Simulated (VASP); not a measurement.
# Ga (Fd-3m) in VASP: further runs, part 2 of 3

VASP 6.6.1. The steps go on from the part before.

## Step 3: Relaxation of cell and atoms, r2SCAN

This run uses another cell than the first one, of 21.91 Å³/atom, 0.921 times its volume.

POSCAR reads:

```
Ga
1.0
    0.0000000000      2.7980956521      2.7980956521
    2.7980956521      0.0000000000      2.7980956521
    2.7980956521      2.7980956521      0.0000000000
Ga
2
Direct
    0.5000000000      0.5000000000      0.5000000000
    0.7500000000      0.7500000000      0.7500000000
```

INCAR.step1 reads:

```
SYSTEM = Ga
PREC = Accurate ; ENCUT = 600
ISMEAR = 0 ; SIGMA = 0.1
LREAL = .FALSE. ; LASPH = .TRUE.
NELM = 100 ; GGA = PE
ALGO = Normal ; EDIFF = 1E-4
LWAVE = .TRUE. ; LCHARG = .FALSE.
```

INCAR.step2 reads:

```
SYSTEM = Ga
PREC = Accurate ; ENCUT = 600
EDIFF = 1E-7 ; ISMEAR = 0
SIGMA = 0.1 ; LREAL = .FALSE.
LASPH = .TRUE. ; NELM = 100
ALGO = Normal ; ISIF = 3
LWAVE = .FALSE. ; LCHARG = .FALSE.
METAGGA = R2SCAN ; LMIXTAU = .TRUE.
IBRION = 2 ; NSW = 90
EDIFFG = -0.04 ; ISTART = 1
```

KPOINTS reads:

```
regular mesh
0
G
  6 6 6
  0 0 0
```

Potentials or basis: VASP PAW PBE potentials, release 64 (Ga_d).

Command:

```
cat potpaw_PBE.64/Ga_d/POTCAR > POTCAR
cp INCAR.step1 INCAR
mpirun -np 1 vasp_std > vasp.out
cp INCAR.step2 INCAR
mpirun -np 1 vasp_std > vasp.out
```

OUTCAR:

```text
SYSTEM = Ga
   PREC = Accurate
   ENCUT = 600
   EDIFF = 1E-7
   ISMEAR = 0
   LREAL = .FALSE.
   LASPH = .TRUE.
   NELM = 100
   ISIF = 3
   METAGGA = R2SCAN
   IBRION = 2
   NSW = 90
   EDIFFG = -0.04
   ISTART = 1

 ion  position               nearest neighbor table
   1  0.500  0.500  0.500-   2 2.42   2 2.42   2 2.42   2 2.42
   2  0.750  0.750  0.750-   1 2.42   1 2.42   1 2.42   1 2.42

  LATTYP: Found a face centered cubic cell.
 ALAT       =     5.5961913042

  Lattice vectors:

 A1 = (   0.0000000000,   2.7980956521,   2.7980956521)
 A2 = (   2.7980956521,   0.0000000000,   2.7980956521)
 A3 = (   2.7980956521,   2.7980956521,   0.0000000000)

Analysis of symmetry for initial positions (statically):
=====================================================================
 Subroutine PRICEL returns:
 Original cell was already a primitive cell.

 Routine SETGRP: Setting up the symmetry group for a
 face centered cubic supercell.

 Subroutine GETGRP returns: Found 48 space group operations
 (whereof 24 operations were pure point group operations)
 out of a pool of 48 trial point group operations.

The static configuration has the point symmetry T_d .
 The point group associated with its full space group is O_h .

Analysis of symmetry for dynamics (positions and initial velocities):
=====================================================================
 Subroutine PRICEL returns:
 Original cell was already a primitive cell.

 Routine SETGRP: Setting up the symmetry group for a
 face centered cubic supercell.

 Subroutine GETGRP returns: Found 48 space group operations
 (whereof 24 operations were pure point group operations)
 out of a pool of 48 trial point group operations.

The dynamic configuration has the point symmetry T_d .
 The point group associated with its full space group is O_h .

 Subroutine INISYM returns: Found 48 space group operations
 (whereof 24 operations are pure point group operations),
 and found     1 'primitive' translations

----------------------------------------------------------------------------------------

[... 86 lines left out ...]
   NSW    =     90    number of steps for IOM
   IBRION =      2    ionic relax: 0-MD 1-quasi-New 2-CG
   NFREE  =      1    steps in history (QN), initial steepest desc. (CG)
   ISIF   =      3    stress and relaxation
   ISYM   =      2    0-nonsym 1-usesym 2-fastsym
   POTIM  = 0.5000    time-step for ionic-motion
   TEBEG  =    0.0;   TEEND  =   0.0 temperature during run
   PSTRESS=    0.0 pullay stress
   NELECT =      26.0000    total number of electrons
   NUPDOWN=      -1.0000    fix difference up-down
   EMIN   =  10.00;   EMAX   =-10.00  energy-range for DOS
   EFERMI =   0.00;   METHOD = LEGACY
   ISMEAR =     0;   SIGMA  =   0.10  broadening in eV -4-tet -1-fermi 0-gaus
   EFERMI_NEDOS =   21; number of points for ismear=-14 and -15
   IALGO  =     38    algorithm
   IMIX   =      4    mixing-type and parameters
     AMIX     =   0.40;   BMIX     =  1.00
     AMIX_MAG =   1.60;   BMIX_MAG =  1.00
  volume/ion in A,a.u.               =      21.91       147.84
  Fermi-wavevector in a.u.,A,eV,Ry     =   1.375709  2.599714 25.750067  1.892577
  Thomas-Fermi vector in A             =   2.501021
   LORBIT       =      0    0 simple, 1 ext, 2 COOP (PROOUT), +10 PAW based schemes
   METAGGA = R2SCAN    functional components
   LHFCALC =     F    Hartree Fock is set to
   AEXX    =    0.0000 exact exchange contribution
   IVDW    =     0    specifies the selected vdW correction
   LEPSILON=     F    determine dielectric tensor
   LRPA    =     F    only Hartree local field effects (RPA)
 conjugate gradient relaxation of ions
 non-spin polarized calculation
 Gauss-broadening in eV      SIGMA  =   0.10
  energy-cutoff  :      600.00
  volume of cell :       43.81
 maximum number of plane-waves:      1484
   NGX = 15   NGY = 15   NGZ = 15

--------------------------------------- Ionic step        1  -------------------------------------------

 number of electron      26.0000006 magnetization

 Free energy of the ion-electron system (eV)
  ---------------------------------------------------
  ext. energy  EPLUGINS =         0.00000000
  ---------------------------------------------------
  free energy    TOTEN  =       -22.17129824 eV

  energy without entropy =      -22.16456976  energy(sigma->0) =      -22.16793400

 E-fermi :   3.3849     XC(G=0): -10.8765

 val. band max:        3.3475967462   @ k =  -0.1667   0.1667   0.0000
 cond. band min:       3.4837332096   @ k =   0.5000   0.3333   0.1667
 fundamental gap:      0.1361364634
 Fermi energy:         3.3849281181

 k-point     1 :       0.0000    0.0000    0.0000
  band No.  band energies     occupation
      1     -11.9685      2.00000
      2     -11.9685      2.00000
      3     -11.9685      2.00000
      4     -11.9151      2.00000
      5     -11.9151      2.00000
      6     -11.4845      2.00000
[... 380 lines left out ...]
--------------------------------------- Ionic step        3  -------------------------------------------

 number of electron      25.9999982 magnetization

 Free energy of the ion-electron system (eV)
  ---------------------------------------------------
  ext. energy  EPLUGINS =         0.00000000
  ---------------------------------------------------
  free energy    TOTEN  =       -22.22882386 eV

  energy without entropy =      -22.21965756  energy(sigma->0) =      -22.22424071

 E-fermi :   2.7621     XC(G=0): -10.4100

 val. band max:        2.7487421290   @ k =  -0.1667   0.1667   0.0000
 cond. band min:       2.7768376950   @ k =   0.1667   0.0000   0.0000
 fundamental gap:      0.0280955660
 Fermi energy:         2.7621433640

 k-point     1 :       0.0000    0.0000    0.0000
  band No.  band energies     occupation
      1     -12.5029      2.00000
      2     -12.5029      2.00000
      3     -12.5028      2.00000
      4     -12.4563      2.00000
      5     -12.4563      2.00000
      6     -12.0997      2.00000
[... 338 lines left out ...]
  FREE ENERGIE OF THE ION-ELECTRON SYSTEM (eV)
  ---------------------------------------------------
  free  energy   TOTEN  =       -22.2288238597 eV

  energy  without entropy=      -22.2196575639  energy(sigma->0) =      -22.22424071

 reached required accuracy - stopping structural energy minimisation
```

It took 2.2 min on 1 thread of AMD EPYC 7R13 (Zen 3), shared host; peak memory 0.17 GiB.

What came out:

| Item | Value |
| --- | --- |
| Free energy | -22.2288 eV |
| Relaxed volume | 23.96 Å³/atom |
| Relaxed cell | a = 4.077 Å, b = 4.077 Å, c = 4.077 Å, α = 60.00°, β = 60.00°, γ = 60.00° |
| Space group after relaxing (to 0.05 Å) | Fd-3m (No. 227) |
| Energy gained by relaxing | 28.8 meV/atom |
| Ionic steps | 3 |
| Pressure after relaxing | 0.0 GPa |
| Band gap on the k mesh | zero (band 13 reaches 5.78 eV, above the bottom of band 14 at 1.37 eV) |

The path:
| step | energy change (eV) | largest force (eV/Å) | pressure (GPa) | volume (Å³) |
| --- | --- | --- | --- | --- |
| 1 | 0.0000 | 0.0000 | 5.02 | 43.81 |
| 2 | -0.0571 | 0.0000 | -0.32 | 48.31 |
| 3 | -0.0575 | 0.0000 | 0.01 | 47.92 |

Final structure:
```yaml
crystal:
  lattice:
    - [0.00000, 2.88287, 2.88287]
    - [2.88287, 0.00000, 2.88287]
    - [2.88287, 2.88287, 0.00000]
  atoms:
    - { symbol: Ga, position: [0.50000, 0.50000, 0.50000] }
    - { symbol: Ga, position: [0.75000, 0.75000, 0.75000] }
```

Caveat: the PAW data sets were made with another functional, which shifts forces and pressure a little.

[end of part 2 of 3]
